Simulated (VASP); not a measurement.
# Mg32HO32 (a cell with a defect) in VASP: single point with PBEsol

Aim: the single point of Mg32HO32 (a cell with a defect) with PBEsol.

Everything below comes from runs of VASP 6.6.1. Logs are shortened: lines on timing, memory, paths and dates and some standing lists are left out, and cuts for length are marked.

## 1. The cell of the first run

The cell holds a defect, 65 atoms: a = 8.429 Å, b = 8.429 Å, c = 8.429 Å, α = 90.00°, β = 90.00°, γ = 90.00°.

## 2. Single point, PBEsol, collinear spin

The input, INCAR:

```
ALGO     = Normal         # electronic algorithm
EDIFF    = 1E-6           # SCF threshold, eV
ENCUT    = 520            # plane-wave cutoff, eV
GGA      = PS             # functional
GGA_COMPAT= F            
ISIF     = 2              # what is computed and relaxed
ISMEAR   = -1             # smearing method
ISPIN    = 2              # spin polarisation
ISYM     = -1           
LASPH    = T              # aspherical terms in the spheres
LCHARG   = F              # write CHGCAR
LORBIT   = 11             # projections on sites
LREAL    = Auto         
LWAVE    = F              # write WAVECAR
MAGMOM   = 0 0 0 0.111 0 0 0 0 0 0 0 0 0 0.111 0 0 0 0 0 0 0 0 0.111 0 0.111 0 0 0 0 0 0 0 0 0 0 0 0 0 0 0.111 0 0.111 0 0 0 0 0 0 0 0 0.111 0 0 0 0 0 0 0 0 0 0.111 0 0 0 0.111 # initial moments
NBANDS   = 170            # bands
NELM     = 200            # most SCF steps
PREC     = Accurate       # precision mode
SIGMA    = 0.05           # smearing width, eV
```

The input, KPOINTS:

```
explicit points
1
Reciprocal
  0.25000000   0.25000000   0.25000000 1
```

The input, POSCAR:

```
Mg32HO32
1.0
    8.4288080000      0.0000000000      0.0000000000
    0.0000000000      8.4288080000      0.0000000000
    0.0000000000      0.0000000000      8.4288080000
O Mg H
32 32 1
Direct
    0.2498730000      0.9990780000      0.9991620000
    0.2498650000      0.9999920000      0.5002720000
    0.2498780000      0.5001980000      0.0000700000
    0.2425370000      0.5075200000      0.5075990000
    0.7499900000      0.0000960000      0.0001720000
    0.7509910000      0.9990900000      0.5002420000
    0.7510050000      0.5001810000      0.9991590000
    0.7500740000      0.5001990000      0.5002540000
    0.9990200000      0.2499420000      0.9991670000
    0.9999080000      0.2499370000      0.5002610000
    0.0000340000      0.7500570000      0.0001730000
    0.9990140000      0.7510710000      0.5002480000
    0.5001300000      0.2499440000      0.0000670000
    0.5074120000      0.2426410000      0.5075460000
    0.5001120000      0.7510620000      0.9991580000
    0.5001270000      0.7501480000      0.5002660000
    0.9990190000      0.9990930000      0.2500150000
    0.0000170000      0.0000950000      0.7501330000
    0.9999260000      0.5002070000      0.2500140000
    0.9990090000      0.5001690000      0.7511320000
    0.5001320000      0.9999910000      0.2500120000
    0.5001070000      0.9990820000      0.7511370000
    0.5074340000      0.5075040000      0.2427210000
    0.5001330000      0.5001930000      0.7502090000
    0.2425250000      0.2425840000      0.2426620000
    0.2498710000      0.2499410000      0.7502070000
    0.2498810000      0.7501310000      0.2500210000
    0.2498870000      0.7510680000      0.7511470000
    0.7500560000      0.2499490000      0.2500120000
    0.7510020000      0.2499570000      0.7511490000
    0.7510180000      0.7510900000      0.2500300000
    0.7499860000      0.7500530000      0.7501250000
    0.9998250000      0.9998930000      0.9999650000
    0.9993790000      0.9994540000      0.5001640000
    0.9993960000      0.5000820000      0.9995240000
    0.9985180000      0.5010410000      0.5011100000
    0.5000240000      0.9994540000      0.9995210000
    0.5009670000      0.9986030000      0.5011100000
    0.5009780000      0.5010430000      0.9986760000
    0.5029330000      0.5029950000      0.5030470000
    0.2490550000      0.2491130000      0.9986450000
    0.2470760000      0.2471520000      0.5030460000
    0.2500020000      0.7506680000      0.9995380000
    0.2490300000      0.7515500000      0.5011110000
    0.7506000000      0.2500700000      0.9995320000
    0.7514630000      0.2490980000      0.5011040000
    0.7501650000      0.7502240000      0.9999810000
    0.7506200000      0.7506950000      0.5001520000
    0.2490520000      0.9985760000      0.2491860000
    0.2499920000      0.9994640000      0.7507480000
    0.2471050000      0.5029760000      0.2472280000
    0.2490290000      0.5010310000      0.7516120000
    0.7506110000      0.9994770000      0.2501340000
    0.7501490000      0.9999100000      0.7502940000
    0.7514690000      0.5010440000      0.2491520000
    0.7506210000      0.5000850000      0.7507570000
    0.9985120000      0.2491200000      0.2491860000
    0.9993900000      0.2500610000      0.7507500000
    0.9994100000      0.7506840000      0.2501380000
    0.9998360000      0.7502260000      0.7503040000
    0.5028980000      0.2471590000      0.2472410000
    0.5009540000      0.2491000000      0.7515960000
    0.5009770000      0.7515360000      0.2491590000
    0.5000210000      0.7506910000      0.7507640000
    0.3749980000      0.3750970000      0.3751870000
```

Potentials or basis: VASP PAW PBE potentials, release 64 (O, Mg, H).

Started as:

```bash
cat potpaw_PBE.64/O/POTCAR potpaw_PBE.64/Mg/POTCAR potpaw_PBE.64/H/POTCAR > POTCAR
mpirun -np 1 vasp_std > vasp.out
```

OUTCAR:

```text
EDIFF = 1E-6
   ENCUT = 520
   GGA = PS
   ISIF = 2
   ISMEAR = -1
   ISPIN = 2
   ISYM = -1
   LASPH = T
   LORBIT = 11
   LREAL = Auto
   NELM = 200
   PREC = Accurate

 ion  position               nearest neighbor table
   1  0.250  0.999  0.999-  43 2.09  50 2.09  49 2.11  41 2.11  33 2.11  37 2.11
   2  0.250  1.000  0.500-  42 2.08  44 2.09  50 2.11  34 2.11  49 2.12  38 2.12
   3  0.250  0.500  0.000-  51 2.08  52 2.09  43 2.11  35 2.11  41 2.12  39 2.12
   4  0.243  0.508  0.508-  52 2.06  36 2.06  44 2.06  42 2.20  51 2.20  40 2.20
   5  0.750  0.000  0.000-  33 2.11  47 2.11  54 2.11  53 2.11  37 2.11  45 2.11
   6  0.751  0.999  0.500-  34 2.09  48 2.09  46 2.11  38 2.11  54 2.11  53 2.11
[... 75 lines left out ...]
                            33 2.97  46 2.97  55 2.97  35 2.98  34 2.98  49 2.99  41 2.99  42 2.99
  58  0.999  0.250  0.751-  30 2.09   9 2.09  18 2.11  20 2.11  26 2.11  10 2.11  42 2.95  41 2.97
                            45 2.97  46 2.97  56 2.97  35 2.97  33 2.98  54 2.98  52 2.98  36 2.98
  59  0.999  0.751  0.250-  31 2.09  17 2.09  11 2.11  12 2.11  27 2.11  19 2.11  51 2.95  49 2.97
                            55 2.97  53 2.97  34 2.97  48 2.97  33 2.98  47 2.98  44 2.98  36 2.98
  60  1.000  0.750  0.750-  32 2.11  18 2.11  11 2.11  28 2.11  12 2.11  20 2.11  36 2.97  44 2.97
                            52 2.97  33 2.98  47 2.98  56 2.98  35 2.98  34 2.98  48 2.98  54 2.98
  61  0.503  0.247  0.247-  65 1.87  29 2.08  21 2.08  13 2.08  14 2.19  23 2.20  25 2.20  53 2.95
                            45 2.95  37 2.95  38 2.99  46 2.99  49 2.99  41 2.99  39 2.99  55 2.99
  62  0.501  0.249  0.752-  14 2.06  13 2.09  22 2.11  30 2.11  26 2.12  24 2.12  37 2.97  45 2.97
                            54 2.97  41 2.97  39 2.97  50 2.98  56 2.98  38 2.99  46 2.99  42 2.99
  63  0.501  0.752  0.249-  23 2.06  21 2.09  15 2.11  31 2.11  27 2.12  16 2.12  37 2.97  53 2.97
                            47 2.97  49 2.97  38 2.97  43 2.98  48 2.98  39 2.99  55 2.99  40 2.99
  64  0.500  0.751  0.751-  22 2.09  15 2.09  32 2.11  28 2.11  16 2.11  24 2.11  40 2.95  37 2.97
                            39 2.97  38 2.97  43 2.97  50 2.97  54 2.98  47 2.98  44 2.98  52 2.98
  65  0.375  0.375  0.375-  40 1.87  42 1.87  51 1.87  61 1.87

IMPORTANT INFORMATION: All symmetrisations will be switched off!
NOSYMM: (Re-)initialisation of all symmetry stuff for point group C_1.

----------------------------------------------------------------------------------------

                                     Primitive cell

  volume of cell :     598.8230

  direct lattice vectors                    reciprocal lattice vectors
     8.428808000  0.000000000  0.000000000     0.118640738  0.000000000  0.000000000
     0.000000000  8.428808000  0.000000000     0.000000000  0.118640738  0.000000000
     0.000000000  0.000000000  8.428808000     0.000000000  0.000000000  0.118640738

  length of vectors
     8.428808000  8.428808000  8.428808000     0.118640738  0.118640738  0.118640738

  position of ions in fractional coordinates (direct lattice)
     0.249873000  0.999078000  0.999162000
     0.249865000  0.999992000  0.500272000
     0.249878000  0.500198000  0.000070000
     0.242537000  0.507520000  0.507599000
     0.749990000  0.000096000  0.000172000
     0.750991000  0.999090000  0.500242000
[... 57 lines left out ...]
     0.500021000  0.750691000  0.750764000
     0.374998000  0.375097000  0.375187000

  ion indices of the primitive-cell ions
   primitive index   ion index
                 1           1
                 2           2
                 3           3
                 4           4
                 5           5
                 6           6
[... 57 lines left out ...]
                64          64
                65          65

----------------------------------------------------------------------------------------

 KPOINTS: explicit points

Read explicit list of k-points.

 Found      1 k-points:

[... 29 lines left out ...]
   POTIM  = 0.5000    time-step for ionic-motion
   TEBEG  =    0.0;   TEEND  =   0.0 temperature during run
   PSTRESS=    0.0 pullay stress
   NELECT =     257.0000    total number of electrons
   NUPDOWN=      -1.0000    fix difference up-down
   EMIN   =  10.00;   EMAX   =-10.00  energy-range for DOS
   EFERMI =   0.00;   METHOD = LEGACY
   ISMEAR =    -1;   SIGMA  =   0.05  broadening in eV -4-tet -1-fermi 0-gaus
   EFERMI_NEDOS =   21; number of points for ismear=-14 and -15
   IALGO  =     38    algorithm
   IMIX   =      4    mixing-type and parameters
     AMIX     =   0.40;   BMIX     =  1.00
     AMIX_MAG =   1.60;   BMIX_MAG =  1.00
  volume/ion in A,a.u.               =       9.21        62.17
  Fermi-wavevector in a.u.,A,eV,Ry     =   1.234866  2.333558 20.747431  1.524893
  Thomas-Fermi vector in A             =   2.369538
   LORBIT       =     11    0 simple, 1 ext, 2 COOP (PROOUT), +10 PAW based schemes
   GGA     = PS    functional components
   LHFCALC =     F    Hartree Fock is set to
   AEXX    =    0.0000 exact exchange contribution
   IVDW    =     0    specifies the selected vdW correction
   LEPSILON=     F    determine dielectric tensor
   LRPA    =     F    only Hartree local field effects (RPA)
 spin polarized calculation
  energy-cutoff  :      520.00
  volume of cell :      598.82
 maximum number of plane-waves:     16125
 NGX is ok and might be reduce to    64
   NGX = 31   NGY = 31   NGZ = 31

 number of electron     256.9999909 magnetization       0.9999813

 Free energy of the ion-electron system (eV)
  ---------------------------------------------------
  ext. energy  EPLUGINS =         0.00000000
  ---------------------------------------------------
  free energy    TOTEN  =      -399.98119887 eV

  energy without entropy =     -399.98119391  energy(sigma->0) =     -399.98119639

 E-fermi :   6.0956     XC(G=0): -11.3250

 val. band max:        5.4699226521   @ k =   0.2500   0.2500   0.2500
 cond. band min:       6.7212989673   @ k =   0.2500   0.2500   0.2500
 fundamental gap:      1.2513763152
 Fermi energy:         6.0956107564

 spin component 1

 k-point     1 :       0.2500    0.2500    0.2500
  band No.  band energies     occupation
      1     -13.9891      1.00000
      2     -13.5989      1.00000
      3     -13.5953      1.00000
      4     -13.5951      1.00000
      5     -13.2857      1.00000
      6     -13.2802      1.00000
[... 132 lines left out ...]
    139      11.4644      0.00000
    140      11.6842      0.00000
 Fermi energy:         6.0956107564

 spin component 2

 k-point     1 :       0.2500    0.2500    0.2500
  band No.  band energies     occupation
      1     -13.9639      1.00000
      2     -13.5816      1.00000
      3     -13.5815      1.00000
      4     -13.5520      1.00000
      5     -13.2669      1.00000
      6     -13.2667      1.00000
[... 132 lines left out ...]
    139      11.4757      0.00000
    140      11.7054      0.00000
 [bands above 140 left out]

------------------------ aborting loop because EDIFF is reached ----------------------------------------

  FORCE on cell =-STRESS in cart. coord.  units (eV):
  Direction    XX          YY          ZZ          XY          YZ          ZX
  --------------------------------------------------------------------------------------
  -------------------------------------------------------------------------------------
  Total        3.7883522      3.7908247      3.7910452     -0.7042640     -0.7041530     -0.7039316
  in kB       10.1359029     10.1425182     10.1431083     -1.8842895     -1.8839923     -1.8834000
  external PRESSURE =      10.1405098 kB  Pullay stress =       0.0000000 kB

 VOLUME and BASIS-vectors are now :
 -----------------------------------------------------------------------------
  energy-cutoff  :      520.00
  volume of cell :      598.82
      direct lattice vectors                 reciprocal lattice vectors
     8.428808000  0.000000000  0.000000000     0.118640738  0.000000000  0.000000000
     0.000000000  8.428808000  0.000000000     0.000000000  0.118640738  0.000000000
     0.000000000  0.000000000  8.428808000     0.000000000  0.000000000  0.118640738

 POSITION                                       TOTAL-FORCE (eV/Angst)
 -----------------------------------------------------------------------------------
      2.10613      8.42104      8.42174        -0.000100     -0.002642     -0.002771
      2.10606      8.42874      4.21670         0.002159     -0.001108     -0.002646
      2.10617      4.21607      0.00059         0.001856     -0.002733     -0.002674
      2.04430      4.27779      4.27845         0.008282     -0.006085     -0.006758
      6.32152      0.00081      0.00145        -0.000171     -0.000148     -0.001699
      6.32996      8.42114      4.21644         0.005020     -0.003751      0.002526
[... 57 lines left out ...]
      4.21458      6.32743      6.32805        -0.000039     -0.000003      0.000419
      3.16079      3.16162      3.16238        -0.000802      0.000186     -0.000190
 -----------------------------------------------------------------------------------
    total drift:                                0.000024     -0.008664     -0.020658

  FREE ENERGIE OF THE ION-ELECTRON SYSTEM (eV)
  ---------------------------------------------------
  free  energy   TOTEN  =      -399.9811988737 eV

  energy  without entropy=     -399.9811939065  energy(sigma->0) =     -399.98119639

 total charge

# of ion       s       p       d       tot
------------------------------------------
    1        1.537   3.543   0.000   5.081
    2        1.537   3.541   0.000   5.078
    3        1.537   3.541   0.000   5.078
    4        1.547   3.515   0.000   5.063
    5        1.537   3.541   0.000   5.078
    6        1.538   3.543   0.000   5.081
[... 57 lines left out ...]
   64        0.151   0.182   0.080   0.413
   65        0.534   0.017   0.000   0.551
--------------------------------------------------
tot         54.580 119.078   2.576 176.234

 magnetization (x)

# of ion       s       p       d       tot
------------------------------------------
    1        0.000   0.004   0.000   0.004
    2       -0.000  -0.000   0.000  -0.000
    3       -0.000  -0.000   0.000  -0.000
    4        0.010   0.092   0.000   0.101
    5        0.000   0.000   0.000   0.000
    6        0.000   0.001   0.000   0.001
[... 57 lines left out ...]
   64        0.000   0.000   0.000   0.000
   65        0.268   0.001   0.000   0.269
--------------------------------------------------
tot          0.312   0.410   0.014   0.736
```

It took 16 min on 1 thread of Intel Xeon 8259CL, shared host; peak memory 0.83 GiB.

What came out:

- Free energy: -399.9812 eV
- Pressure: 1.0 GPa
- Largest force: 0.012 eV/Å
- Band gap on the k mesh: 1.25 eV
- Net moment: 1.00 μB per cell
- Site moments: O +0.00, -0.00, +0.10, +0.11 (each value once); Mg -0.00, +0.00 (each value once); H +0.27 μB
- Valence electrons inside the program's atomic spheres: O 5.08, 5.06 (each value once); Mg 0.41, 0.42 (each value once); H 0.55

Forces on the atoms (eV/Å):
```
O    0.000 -0.003 -0.003
O    0.002 -0.001 -0.003
O    0.002 -0.003 -0.003
O    0.008 -0.006 -0.007
O    0.000  0.000 -0.002
O    0.005 -0.004  0.003
O    0.004  0.001 -0.004
O    0.001 -0.003 -0.002
O   -0.005  0.001 -0.003
O    0.000  0.001 -0.002
O    0.000 -0.001 -0.001
O   -0.005  0.005  0.002
O   -0.002  0.001 -0.003
O   -0.002  0.004 -0.002
O    0.000  0.006 -0.004
O   -0.002  0.001 -0.003
O   -0.005 -0.003  0.000
O    0.001  0.000 -0.001
O   -0.001 -0.003  0.000
O   -0.004  0.001  0.007
O   -0.002 -0.001  0.001
O    0.000 -0.003  0.005
O   -0.003 -0.004  0.003
O   -0.002 -0.002  0.001
O   -0.001 -0.001 -0.002
O    0.001  0.001  0.000
O    0.001  0.001  0.000
O    0.001  0.006  0.006
O    0.002  0.001  0.000
O    0.004  0.001  0.005
O    0.004  0.005  0.000
O    0.000 -0.001 -0.001
Mg   0.001  0.001  0.001
Mg  -0.002 -0.001  0.000
Mg  -0.002  0.001  0.000
Mg   0.002  0.000 -0.001
Mg   0.000 -0.001  0.001
Mg   0.000  0.001 -0.001
Mg  -0.001 -0.001  0.001
Mg  -0.003 -0.001 -0.001
Mg   0.001  0.001  0.001
Mg   0.002  0.003  0.000
Mg   0.000  0.001  0.000
Mg   0.001 -0.003 -0.002
Mg   0.001  0.000  0.001
Mg  -0.002  0.001 -0.002
Mg  -0.001  0.000  0.001
Mg   0.001  0.001  0.001
Mg   0.001  0.000  0.002
Mg   0.000 -0.001  0.001
Mg   0.001  0.000  0.004
Mg   0.001 -0.001 -0.002
Mg   0.000 -0.001  0.001
Mg   0.000  0.000  0.000
Mg  -0.001 -0.002  0.003
Mg   0.001  0.001  0.001
Mg   0.000  0.002  0.002
Mg   0.000  0.001  0.000
Mg  -0.001  0.000  0.001
Mg   0.001 -0.001 -0.002
Mg   0.000  0.002  0.002
Mg  -0.001  0.001 -0.001
Mg  -0.002 -0.001  0.003
Mg   0.000  0.000  0.000
H   -0.001  0.000  0.000
```

Caveat: the PAW data sets were made with another functional, which shifts forces and pressure a little.
